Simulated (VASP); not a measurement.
# Ba (P6/mmm) in VASP: further runs

The runs below take Ba through relaxation of cell and atoms, with PBEsol+D3(BJ), PBEsol+D4.

All numbers are computed with VASP 6.6.1; they aren't measurements. Logs are shortened: lines on timing, memory, paths and dates and some standing lists are left out, and cuts for length are marked.

## (1) The cell of the first run

The structure is hexagonal, space group P6/mmm (No. 191). The conventional cell has a = 4.312 Å, b = 4.312 Å, c = 3.913 Å, α = 90.00°, β = 90.00°, γ = 120.00°. Ba (site symmetry 6/mmm) has 8 Ba at 3.91 to 4.31 Å within 5.1 Å.

## (2) Relaxation of cell and atoms, PBEsol+D3(BJ)

The input, INCAR:

```
SYSTEM = Ba
ALGO = Fast
EDIFF = 1E-7
EDIFFG = -0.01
ENCUT = 600
GGA = PS
IBRION = 2
ISIF = 3
ISMEAR = -1
IVDW = 12
LASPH = .True.
LCHARG = .False.
LREAL = .False.
LWAVE = .False.
NELM = 60
NSW = 60
PREC = Accurate
SIGMA = 0.05
```

The input, KPOINTS:

```
k-points
0
Gamma
  7 7 7
  0 0 0
```

The input, POSCAR:

```
Ba
1.0
    4.3116136979      0.0000000000      0.0000000000
   -2.1558068490      3.7339669937      0.0000000000
    0.0000000000      0.0000000000      3.9134133000
Ba
1
Direct
    0.0000000000      0.0000000000      0.0000000000
```

Potentials or basis: VASP PAW PBE potentials, release 64 (Ba_sv).

Command:

```sh
$ cat potpaw_PBE.64/Ba_sv/POTCAR > POTCAR
$ mpirun -np 1 vasp_std > vasp.out
```

OUTCAR:

```text
SYSTEM = Ba
   EDIFF = 1E-7
   EDIFFG = -0.01
   ENCUT = 600
   GGA = PS
   IBRION = 2
   ISIF = 3
   ISMEAR = -1
   IVDW = 12
   LASPH = .True.
   LREAL = .False.
   NELM = 60
   NSW = 60
   PREC = Accurate
 IVDW          = 12

 ion  position               nearest neighbor table
   1  0.000  0.000  0.000-

  LATTYP: Found a hexagonal cell.
 ALAT       =     4.3116136979
 C/A-ratio  =     0.9076446950

  Lattice vectors:

 A1 = (   4.3116136979,   0.0000000000,   0.0000000000)
 A2 = (  -2.1558068490,   3.7339669937,   0.0000000000)
 A3 = (   0.0000000000,   0.0000000000,   3.9134133000)

Analysis of symmetry for initial positions (statically):
=====================================================================
 Subroutine PRICEL returns:
 Original cell was already a primitive cell.

 Routine SETGRP: Setting up the symmetry group for a
 hexagonal supercell.

 Subroutine GETGRP returns: Found 24 space group operations
 (whereof 24 operations were pure point group operations)
 out of a pool of 24 trial point group operations.

The static configuration has the point symmetry D_6h.

Analysis of symmetry for dynamics (positions and initial velocities):
=====================================================================
 Subroutine PRICEL returns:
 Original cell was already a primitive cell.

 Routine SETGRP: Setting up the symmetry group for a
 hexagonal supercell.

 Subroutine GETGRP returns: Found 24 space group operations
 (whereof 24 operations were pure point group operations)
 out of a pool of 24 trial point group operations.

The dynamic configuration has the point symmetry D_6h.

 Subroutine INISYM returns: Found 24 space group operations
 (whereof 24 operations are pure point group operations),
 and found     1 'primitive' translations

----------------------------------------------------------------------------------------

                                     Primitive cell

  volume of cell :      63.0037

  direct lattice vectors                    reciprocal lattice vectors
     4.311613698  0.000000000  0.000000000     0.231931724  0.133905844  0.000000000
    -2.155806849  3.733966994  0.000000000     0.000000000  0.267811687  0.000000000
     0.000000000  0.000000000  3.913413300     0.000000000  0.000000000  0.255531405

  length of vectors
     4.311613698  4.311613698  3.913413300     0.267811687  0.267811687  0.255531405

  position of ions in fractional coordinates (direct lattice)
     0.000000000  0.000000000  0.000000000

  ion indices of the primitive-cell ions
   primitive index   ion index
                 1           1

----------------------------------------------------------------------------------------

 KPOINTS: k-points

Automatic generation of k-mesh.
 Grid dimensions read from file:
 generate k-points for:    7    7    7

 Generating k-lattice:

  Cartesian coordinates                     Fractional coordinates (reciprocal lattice)
     0.033133103  0.019129406  0.000000000     0.142857143  0.000000000  0.000000000
     0.000000000  0.038258812  0.000000000     0.000000000  0.142857143  0.000000000
     0.000000000  0.000000000  0.036504486     0.000000000  0.000000000  0.142857143

  Length of vectors
     0.038258812  0.038258812  0.036504486

  Shift w.r.t. Gamma in fractional coordinates (k-lattice)
     0.000000000  0.000000000  0.000000000

 Subroutine IBZKPT returns following result:
 ===========================================

 Found     32 irreducible k-points:

 Following reciprocal coordinates:
            Coordinates               Weight
  0.000000  0.000000  0.000000      1.000000
  0.142857  0.000000  0.000000      6.000000
  0.285714 -0.000000  0.000000      6.000000
  0.428571  0.000000  0.000000      6.000000
  0.142857  0.142857  0.000000      6.000000
  0.285714  0.142857  0.000000     12.000000
[... 16 lines left out ...]
  0.428571  0.142857  0.285714     12.000000
  0.285714  0.285714  0.285714     12.000000
 [... further k-points ...]
   k-points           NKPTS =     32   k-points in BZ     NKDIM =     32   number of bands    NBANDS=      9
   number of dos      NEDOS =    301   number of ions     NIONS =      1
   total plane-waves  NPLWV =  41472
   dimension x,y,z NGX =    36 NGY =   36 NGZ =   32
   dimension x,y,z NGXF=    72 NGYF=   72 NGZF=   64
   ions per type =               1
   NGX,Y,Z   is equivalent  to a cutoff of  13.88, 13.88, 13.59 a.u.
   NGXF,Y,Z  is equivalent  to a cutoff of  27.76, 27.76, 27.19 a.u.
 SYSTEM =  Ba
   PREC   = accura    normal or accurate (medium, high low for compatibility)
   ISTART =      0    job   : 0-new  1-cont  2-samecut
   ICHARG =      2    charge: 1-file 2-atom 10-const
   ISPIN  =      1    spin polarized calculation?
   LNONCOLLINEAR =      F non collinear calculations
   LSORBIT =      F    spin-orbit coupling
   LASPH  =      T    aspherical Exc in radial PAW
   ENCUT  =  600.0 eV  44.10 Ry    6.64 a.u.   8.61  8.61  7.82*2*pi/ulx,y,z
   NELM   =     60;   NELMIN=  2; NELMDL= -5     # of ELM steps
   EDIFF  = 0.1E-06   stopping-criterion for ELM
   LREAL  =      F    real-space projection
   EDIFFG = -.1E-01   stopping-criterion for IOM
   NSW    =     60    number of steps for IOM
   IBRION =      2    ionic relax: 0-MD 1-quasi-New 2-CG
   NFREE  =      1    steps in history (QN), initial steepest desc. (CG)
   ISIF   =      3    stress and relaxation
   ISYM   =      2    0-nonsym 1-usesym 2-fastsym
   POTIM  = 0.5000    time-step for ionic-motion
   TEBEG  =    0.0;   TEEND  =   0.0 temperature during run
   PSTRESS=    0.0 pullay stress
   NELECT =      10.0000    total number of electrons
   NUPDOWN=      -1.0000    fix difference up-down
   EMIN   =  10.00;   EMAX   =-10.00  energy-range for DOS
   EFERMI =   0.00;   METHOD = LEGACY
   ISMEAR =    -1;   SIGMA  =   0.05  broadening in eV -4-tet -1-fermi 0-gaus
   EFERMI_NEDOS =   21; number of points for ismear=-14 and -15
   IALGO  =     68    algorithm
   IMIX   =      4    mixing-type and parameters
     AMIX     =   0.40;   BMIX     =  1.00
     AMIX_MAG =   1.60;   BMIX_MAG =  1.00
  volume/ion in A,a.u.               =      63.00       425.17
  Fermi-wavevector in a.u.,A,eV,Ry     =   0.886379  1.675014 10.689660  0.785668
  Thomas-Fermi vector in A             =   2.007537
   LORBIT       =      0    0 simple, 1 ext, 2 COOP (PROOUT), +10 PAW based schemes
   GGA     = PS    functional components
   LHFCALC =     F    Hartree Fock is set to
   AEXX    =    0.0000 exact exchange contribution
   IVDW    =    12    specifies the selected vdW correction
   LEPSILON=     F    determine dielectric tensor
   LRPA    =     F    only Hartree local field effects (RPA)
 conjugate gradient relaxation of ions
 non-spin polarized calculation
 RMM-DIIS sequential band-by-band and
  energy-cutoff  :      600.00
  volume of cell :       63.00
 maximum number of plane-waves:      2122
 NGX is ok and might be reduce to    36
   NGX = 17   NGY = 17   NGZ = 15

--------------------------------------- Ionic step        1  -------------------------------------------

 number of electron      10.0000000 magnetization

 Free energy of the ion-electron system (eV)
  ---------------------------------------------------
  ext. energy  EPLUGINS =         0.00000000
  ---------------------------------------------------
  free energy    TOTEN  =        -1.96481039 eV

  energy without entropy =       -1.95477589  energy(sigma->0) =       -1.95979314

------------------------ aborting loop because EDIFF is reached ----------------------------------------

 Edisp (eV)   -0.25101

 E8    (eV) :    -0.1979

  FORCE on cell =-STRESS in cart. coord.  units (eV):
  Direction    XX          YY          ZZ          XY          YZ          ZX
  --------------------------------------------------------------------------------------
  -------------------------------------------------------------------------------------
  Total      -0.65732    -0.65732    -0.37081     0.00000    -0.00000     0.00000
  in kB     -16.71553   -16.71553    -9.42961     0.00000    -0.00000     0.00000
  external pressure =      -14.29 kB  Pullay stress =        0.00 kB
[... 94 lines left out ...]
  FREE ENERGIE OF THE ION-ELECTRON SYSTEM (eV)
  ---------------------------------------------------
  free  energy   TOTEN  =        -2.2792264517 eV

  energy  without entropy=       -2.2716196790  energy(sigma->0) =       -2.27542307

[... ionic steps 4 to 10 ...]

--------------------------------------- Ionic step       11  -------------------------------------------

 number of electron      10.0000000 magnetization

------------------------ aborting loop because EDIFF is reached ----------------------------------------

 Edisp (eV)   -0.30997

 E8    (eV) :    -0.2445
[... 67 lines left out ...]
  energy  without entropy=       -2.2735911739  energy(sigma->0) =       -2.27714263

--------------------------------------- Ionic step       13  -------------------------------------------

 number of electron      10.0000000 magnetization

 Free energy of the ion-electron system (eV)
  ---------------------------------------------------
  ext. energy  EPLUGINS =         0.00000000
  ---------------------------------------------------
  free energy    TOTEN  =        -1.96975211 eV

  energy without entropy =       -1.96266654  energy(sigma->0) =       -1.96620933

 E-fermi :   2.2849     XC(G=0):  -8.2049

 val. band max:        2.2830204416   @ k =   0.4286   0.1429   0.2857
 cond. band min:       2.3731263145   @ k =   0.4286   0.0000   0.4286
 fundamental gap:      0.0901058729
 Fermi energy:         2.2849212585

 k-point     1 :       0.0000    0.0000    0.0000
  band No.  band energies     occupation
      1     -26.5431      2.00000
      2     -11.2369      2.00000
      3     -11.2369      2.00000
      4     -11.1665      2.00000
      5      -0.4699      2.00000
      6       2.2306      1.49525
      7       4.1964      0.00000
      8       4.1964      0.00000
      9       8.2084      0.00000
[... 265 lines left out ...]
 k-point    24 :       0.2857    0.2857    0.2857
  band No.  band energies     occupation
      1     -26.3548      2.00000
      2     -11.9237      2.00000
      3     -11.7480      2.00000
      4     -11.6863      2.00000
      5       2.2261      1.52869
      6       2.7750      0.00011
      7       4.3765      0.00000
      8       4.6772      0.00000
      9       5.5744      0.00000

 [... further k-points ...]

------------------------ aborting loop because EDIFF is reached ----------------------------------------

 Edisp (eV)   -0.31106

 E8    (eV) :    -0.2454

  FORCE on cell =-STRESS in cart. coord.  units (eV):
  Direction    XX          YY          ZZ          XY          YZ          ZX
  --------------------------------------------------------------------------------------
  -------------------------------------------------------------------------------------
  Total       0.00684     0.00684    -0.00013    -0.00000     0.00000     0.00000
  in kB       0.21387     0.21387    -0.00404    -0.00000     0.00000     0.00000
  external pressure =        0.14 kB  Pullay stress =        0.00 kB
[... 16 lines left out ...]
  FREE ENERGIE OF THE ION-ELECTRON SYSTEM (eV)
  ---------------------------------------------------
  free  energy   TOTEN  =        -2.2808098214 eV

  energy  without entropy=       -2.2737242517  energy(sigma->0) =       -2.27726704

 reached required accuracy - stopping structural energy minimisation
```

Run time: 2.8 min. Hardware: 1 thread of Intel Xeon Platinum 8488C (Sapphire Rapids), shared host; peak memory 0.22 GiB.

Results:

```yaml
Free_energy: -2.2808 eV
Relaxed_volume: 51.20 Å³/atom
Relaxed_cell: a = 3.992 Å, b = 3.992 Å, c = 3.711 Å, α = 90.00°, β = 90.00°, γ = 120.00°
Space_group_after_relaxing_to_0.05_Å: P6/mmm (No. 191)
Energy_gained_by_relaxing: 65.0 meV/atom
Ionic_steps: 13
Pressure_after_relaxing: 0.0 GPa
Band_gap_on_the_k_mesh: zero (band 5 reaches 2.74 eV, above the bottom of band 6 at 2.07 eV)
Dispersion_energy_per_atom: -0.311 eV
```

The path:
| step | energy change (eV) | largest force (eV/Å) | pressure (GPa) | volume (Å³) |
| --- | --- | --- | --- | --- |
| 1 | 0.0000 | 0.0000 | -1.43 | 63.00 |
| 2 | -0.0406 | 0.0000 | -1.01 | 58.01 |
| 3 | -0.0634 | 0.0000 | -0.28 | 52.81 |
| 4 | -0.0643 | 0.0000 | 0.00 | 51.40 |
| 5 | -0.0643 | 0.0000 | -0.04 | 51.64 |
| 6 | -0.0643 | 0.0000 | -0.10 | 51.85 |
| 7 | -0.0649 | 0.0000 | -0.05 | 51.61 |
| 8 | -0.0650 | 0.0000 | -0.05 | 51.56 |
| 9 | -0.0650 | 0.0000 | -0.05 | 51.53 |
| 10 | -0.0650 | 0.0000 | -0.05 | 51.54 |
| 11 | -0.0650 | 0.0000 | -0.05 | 51.38 |
| 12 | -0.0649 | 0.0000 | 0.08 | 50.89 |
| 13 | -0.0650 | 0.0000 | 0.01 | 51.20 |

Final structure:
```xyz
1
Lattice="3.9918 0.0000 0.0000 -1.9959 3.4570 0.0000 0.0000 0.0000 3.7105" Properties=species:S:1:pos:R:3 pbc="T T T"
Ba    0.0000    0.0000    0.0000
```

Levels at points of the mesh, in eV from the Fermi level:
```
           k point  band 1  band 2  band 3  band 4  band 5  band 6  band 7  band 8  band 9
(0.00, 0.00, 0.00)  -28.83  -13.52  -13.52  -13.45   -2.75   -0.05    1.91    1.91    5.92
```

Caveat: the volume moved by over 15 % at a fixed basis, so the end points are rough; the PAW data sets were made with another functional, which shifts forces and pressure a little; spin-orbit coupling is left out, which moves the levels of the heavy elements; pairwise dispersion overbinds metals, which lowers pressure and volume.

## (3) Relaxation of cell and atoms, PBEsol+D4

The input, INCAR:

```
SYSTEM = Ba
PREC = Accurate
ENCUT = 600
EDIFF = 1E-7
ISMEAR = -1
SIGMA = 0.05
LREAL = .False.
LASPH = .True.
NELM = 100
ALGO = Fast
ISIF = 3
LWAVE = .False.
LCHARG = .False.
GGA = PS
IVDW = 13
IBRION = 2
NSW = 60
EDIFFG = -0.01
```

The input, KPOINTS:

```
Automatic mesh
0
Gamma
  7 7 7
  0 0 0
```

POSCAR is that of step 2.

Potentials or basis: VASP PAW PBE potentials, release 64 (Ba_sv).

Command:

```sh
$ cat potpaw_PBE.64/Ba_sv/POTCAR > POTCAR
$ mpirun -np 1 vasp_std > vasp.out
```

Wall time 1.7 min (1 thread of Intel Xeon Platinum 8488C (Sapphire Rapids), shared host); peak memory 0.21 GiB.

It converged, with:

- Free energy: -2.0907 eV
- Relaxed volume: 54.55 Å³/atom
- Relaxed cell: a = 4.075 Å, b = 4.075 Å, c = 3.794 Å, α = 90.00°, β = 90.00°, γ = 120.00°
- Space group after relaxing (to 0.05 Å): P6/mmm (No. 191)
- Energy gained by relaxing: 33.1 meV/atom
- Ionic steps: 7
- Pressure after relaxing: 0.0 GPa
- Band gap on the k mesh: zero (band 5 reaches 2.39 eV, above the bottom of band 6 at 1.88 eV)
- Dispersion energy per atom: -0.107 eV

The path:
```
step  energy change (eV)  largest force (eV/Å)  pressure (GPa)  volume (Å³)
   1              0.0000                0.0000           -1.01        63.00
   2             -0.0210                0.0000           -0.69        59.43
   3             -0.0326                0.0000           -0.14        55.33
   4             -0.0328                0.0000           -0.03        54.68
   5             -0.0328                0.0000           -0.05        54.84
   6             -0.0331                0.0000           -0.02        54.62
   7             -0.0331                0.0000           -0.01        54.55
```

Final structure:
```cif
data_structure
_symmetry_space_group_name_H-M 'P 1'
_symmetry_Int_Tables_number 1
_cell_length_a 4.0748
_cell_length_b 4.0748
_cell_length_c 3.7935
_cell_angle_alpha 90.000
_cell_angle_beta 90.000
_cell_angle_gamma 120.000
_cell_volume 54.55
loop_
_atom_site_label
_atom_site_type_symbol
_atom_site_fract_x
_atom_site_fract_y
_atom_site_fract_z
_atom_site_occupancy
Ba1 Ba 0.00000 0.00000 0.00000 1
```

Levels at points of the mesh, in eV from the Fermi level:
```csv
k point,band 3,band 4,band 5,band 6,band 7,band 8
"(0.00, 0.00, 0.00)",-13.67,-13.61,-2.77,-0.01,1.84,1.84
```

Caveat: the PAW data sets were made with another functional, which shifts forces and pressure a little; spin-orbit coupling is left out, which moves the levels of the heavy elements; pairwise dispersion overbinds metals, which lowers pressure and volume.
